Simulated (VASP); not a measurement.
# CoSi (rocksalt type) (Fm-3m) in VASP: further runs, part 2 of 2

VASP 6.6.1. The steps go on from the part before.

### 5 Single point, r2SCAN (volume scaled by 0.88)

File POSCAR:

```
CoSi
1.0
    0.0000000000      2.2186597428      2.2186597428
    2.2186597428      0.0000000000      2.2186597428
    2.2186597428      2.2186597428      0.0000000000
Co Si
1 1
Direct
    0.0000000000      0.0000000000      0.0000000000
    0.5000000000      0.5000000000      0.5000000000
```

File INCAR.step1:

```
SYSTEM = CoSi
ALGO = Normal
EDIFF = 1E-5
ENCUT = 660
GGA = PE
GGA_COMPAT = .FALSE.
ISMEAR = -1
LASPH = .TRUE.
LCHARG = .FALSE.
LREAL = .FALSE.
LWAVE = .TRUE.
NBANDS = 14
NELM = 120
PREC = Accurate
SIGMA = 0.1
```

File INCAR.step2:

```
SYSTEM = CoSi
ALGO = Normal
EDIFF = 1E-6
ENCUT = 660
GGA_COMPAT = .FALSE.
ISIF = 2
ISMEAR = -1
ISTART = 1
LASPH = .TRUE.
LCHARG = .FALSE.
LMIXTAU = .TRUE.
LREAL = .FALSE.
LWAVE = .FALSE.
METAGGA = R2SCAN
NBANDS = 14
NELM = 120
PREC = Accurate
SIGMA = 0.1
```

File KPOINTS:

```
k-points
0
G
  14 14 14
  0 0 0
```

Potentials or basis: VASP PAW PBE potentials, release 64 (Co, Si).

Launch:

```console
cat potpaw_PBE.64/Co/POTCAR potpaw_PBE.64/Si/POTCAR > POTCAR
cp INCAR.step1 INCAR
mpirun -np 1 vasp_std > vasp.out
cp INCAR.step2 INCAR
mpirun -np 1 vasp_std > vasp.out
```

OUTCAR:

```text
SYSTEM = CoSi
   EDIFF = 1E-6
   ENCUT = 660
   ISIF = 2
   ISMEAR = -1
   ISTART = 1
   LASPH = .TRUE.
   LREAL = .FALSE.
   METAGGA = R2SCAN
   NELM = 120
   PREC = Accurate

 ion  position               nearest neighbor table
   1  0.000  0.000  0.000-   2 2.22   2 2.22   2 2.22   2 2.22   2 2.22   2 2.22
   2  0.500  0.500  0.500-   1 2.22   1 2.22   1 2.22   1 2.22   1 2.22   1 2.22

  LATTYP: Found a face centered cubic cell.
 ALAT       =     4.4373194856

  Lattice vectors:

 A1 = (   0.0000000000,   2.2186597428,   2.2186597428)
 A2 = (   2.2186597428,   0.0000000000,   2.2186597428)
 A3 = (   2.2186597428,   2.2186597428,   0.0000000000)

Analysis of symmetry for initial positions (statically):
=====================================================================
 Subroutine PRICEL returns:
 Original cell was already a primitive cell.

 Routine SETGRP: Setting up the symmetry group for a
 face centered cubic supercell.

 Subroutine GETGRP returns: Found 48 space group operations
 (whereof 48 operations were pure point group operations)
 out of a pool of 48 trial point group operations.

The static configuration has the point symmetry O_h .

Analysis of symmetry for dynamics (positions and initial velocities):
=====================================================================
 Subroutine PRICEL returns:
 Original cell was already a primitive cell.

 Routine SETGRP: Setting up the symmetry group for a
 face centered cubic supercell.

 Subroutine GETGRP returns: Found 48 space group operations
 (whereof 48 operations were pure point group operations)
 out of a pool of 48 trial point group operations.

The dynamic configuration has the point symmetry O_h .

 Subroutine INISYM returns: Found 48 space group operations
 (whereof 48 operations are pure point group operations),
 and found     1 'primitive' translations

----------------------------------------------------------------------------------------

                                     Primitive cell

  volume of cell :      21.8425

  direct lattice vectors                    reciprocal lattice vectors
[... 112 lines left out ...]
   METAGGA = R2SCAN    functional components
   LHFCALC =     F    Hartree Fock is set to
   AEXX    =    0.0000 exact exchange contribution
   IVDW    =     0    specifies the selected vdW correction
   LEPSILON=     F    determine dielectric tensor
   LRPA    =     F    only Hartree local field effects (RPA)
 non-spin polarized calculation
  energy-cutoff  :      660.00
  volume of cell :       21.84
 maximum number of plane-waves:       877
 NGX is ok and might be reduce to    28
   NGX = 13   NGY = 13   NGZ = 13

 number of electron      12.9999998 magnetization

 Free energy of the ion-electron system (eV)
  ---------------------------------------------------
  ext. energy  EPLUGINS =         0.00000000
  ---------------------------------------------------
  free energy    TOTEN  =       -21.18838635 eV

  energy without entropy =      -21.15118648  energy(sigma->0) =      -21.16978642

 E-fermi :  11.9558     XC(G=0): -13.7222

 val. band max:       11.9447992869   @ k =   0.5000   0.5000   0.0000
 cond. band min:      11.9588473070   @ k =  -0.3571   0.4286   0.2143
 fundamental gap:      0.0140480201
 Fermi energy:        11.9558247948

 k-point     1 :       0.0000    0.0000    0.0000
  band No.  band energies     occupation
      1      -2.1253      2.00000
      2       9.3219      2.00000
      3       9.3219      2.00000
      4       9.3219      2.00000
      5       9.6142      2.00000
      6       9.6142      2.00000
      7      17.4300      0.00000
      8      17.4300      0.00000
      9      17.4300      0.00000
     10      23.8150      0.00000
     11      23.8150      0.00000
     12      23.8150      0.00000
     13      25.1893      0.00000
     14      29.1607      0.00000
[... 377 lines left out ...]
      1      -0.3738      2.00000
      2       8.0477      2.00000
      3       8.4771      2.00000
      4       9.1315      2.00000
      5       9.7922      2.00000
      6      10.1491      2.00000
      7      13.9273      0.00000
      8      15.9682      0.00000
      9      18.4326      0.00000
     10      20.4710      0.00000
     11      21.8546      0.00000
     12      25.1034      0.00000
     13      25.1125      0.00000
     14      29.1981      0.00000

 [... further k-points ...]
[... 5 lines left out ...]
  --------------------------------------------------------------------------------------
  -------------------------------------------------------------------------------------
  Total        3.9257930      3.9257930      3.9257930     -0.0000000     -0.0000000      0.0000000
  in kB      287.9624557    287.9624557    287.9624557     -0.0000000     -0.0000000      0.0000000
  external PRESSURE =     287.9624557 kB  Pullay stress =       0.0000000 kB

 VOLUME and BASIS-vectors are now :
 -----------------------------------------------------------------------------
  energy-cutoff  :      660.00
  volume of cell :       21.84
      direct lattice vectors                 reciprocal lattice vectors
     0.000000000  2.218659743  2.218659743    -0.225361280  0.225361280  0.225361280
     2.218659743  0.000000000  2.218659743     0.225361280 -0.225361280  0.225361280
     2.218659743  2.218659743  0.000000000     0.225361280  0.225361280 -0.225361280

 POSITION                                       TOTAL-FORCE (eV/Angst)
 -----------------------------------------------------------------------------------
      0.00000      0.00000      0.00000        -0.000000     -0.000000      0.000000
      2.21866      2.21866      2.21866         0.000000      0.000000     -0.000000
 -----------------------------------------------------------------------------------
    total drift:                               -0.000000      0.000000      0.000000

  FREE ENERGIE OF THE ION-ELECTRON SYSTEM (eV)
  ---------------------------------------------------
  free  energy   TOTEN  =       -21.1883863540 eV

  energy  without entropy=      -21.1511864817  energy(sigma->0) =      -21.16978642
```

OSZICAR.step1:

```text
N       E                     dE             d eps       ncg     rms          rms(c)
DAV:   1     0.535104704515E+02    0.53510E+02   -0.64401E+03  2920   0.117E+03
DAV:   2    -0.104612103610E+02   -0.63972E+02   -0.58398E+02  3218   0.210E+02
DAV:   3    -0.131063047224E+02   -0.26451E+01   -0.25948E+01  3614   0.461E+01
DAV:   4    -0.131436324685E+02   -0.37328E-01   -0.37310E-01  3270   0.492E+00
DAV:   5    -0.131447202790E+02   -0.10878E-02   -0.10877E-02  3768   0.886E-01    0.138E+01
DAV:   6    -0.150166871370E+02   -0.18720E+01   -0.33182E+01  3056   0.828E+01    0.135E+01
DAV:   7    -0.119969785731E+02    0.30197E+01   -0.14156E+01  3254   0.564E+01    0.292E+00
DAV:   8    -0.119910864654E+02    0.58921E-02   -0.12251E-01  3098   0.232E+00    0.125E+00
DAV:   9    -0.119852273244E+02    0.58591E-02   -0.18226E-02  4240   0.165E+00    0.205E-01
DAV:  10    -0.119852764210E+02   -0.49097E-04   -0.45899E-04  3620   0.252E-01    0.778E-02
DAV:  11    -0.119852670087E+02    0.94123E-05   -0.40412E-05  3162   0.830E-02
   1 F= -.11985267E+02 E0= -.11965086E+02  d E =-.403625E-01
```

Run time: 2.9 min. Hardware: 1 thread of AMD EPYC 7R13 (Zen 3), shared host; peak memory 0.17 GiB.

What came out:

```yaml
Free_energy: -21.1884 eV
Pressure: 28.8 GPa
```

Caveat: the PAW data sets were made with another functional, which shifts forces and pressure a little. Spin polarisation is off, so any magnetic state and its effect on volume and gap are missing.

### 6 Summary

| cell | gap on the mesh (eV) | pressure (GPa) |
| --- | --- | --- |
| a = 2.935 Å, angles 60.0°, 2 atoms | none | 114.7 |
| a = 3.040 Å, angles 60.0°, 2 atoms | none | 62.1 |
| a = 3.138 Å, angles 60.0°, 2 atoms | none | 28.8 |

Alike in all rows: task single point; level r2SCAN; potentials or basis VASP PAW PBE potentials, release 64 (Co, Si); no spin polarisation; k mesh 14 × 14 × 14; cutoff (eV) 660; smearing fermi-dirac 0.1 eV.

Caveats: the PAW data sets were made with another functional, which shifts forces and pressure a little.

Total energies depend on the potentials used, so only differences within one code and one set of settings carry meaning.
